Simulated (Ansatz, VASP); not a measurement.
# Two plane-wave programs on ZrAl5N6

```
Zr Al N
1.0
     3.27166    0.00000    0.00000
    -1.63583    2.83334    0.00000
     0.00000    0.00000   16.90674
Zr Al N
1 5 6
Direct
  0.33333 0.66667 0.50000
  0.33333 0.66667 0.83333
  0.33333 0.66667 0.16667
  0.66667 0.33333 0.00000
  0.66667 0.33333 0.33333
  0.66667 0.33333 0.66667
  0.00000 0.00000 0.75000
  0.00000 0.00000 0.08333
  0.00000 0.00000 0.41667
  0.00000 0.00000 0.91667
  0.00000 0.00000 0.25000
  0.00000 0.00000 0.58333
```

Alike in both runs: task relaxation of cell and atoms; functional PBE; k mesh 6 × 6 × 1; occupations gaussian, width 0.1 eV; no spin polarisation.

```csv
,VASP,Ansatz
version,VASP 6.6.1,Ansatz 0.2.0
potentials or method,"VASP PAW PBE potentials, release 64 (Zr_sv, Al, N), cutoff 600 eV","scalar-relativistic, plane waves, PAW"
valence electrons in the cell,57,57
```

VASP gave:

* gap on the k mesh at the Fermi level, each at its own relaxed structure (eV): none
* relaxed volume (Å³/atom): 9.53
* relaxed cell length with the largest relative difference (Å): 2.914

Q: What did Ansatz give for the same quantities?

A: gap on the k mesh at the Fermi level, each at its own relaxed structure (eV): none; relaxed volume (Å³/atom): 9.54; relaxed cell length with the largest relative difference (Å): 2.915.

A gap of «none» marks a metal or a gap that the smearing closes.

The k mesh is coarse, so the values compare programs but aren't converged. Noted on VASP's run: the volume moved by over 15 % at a fixed basis, so the end points are rough.
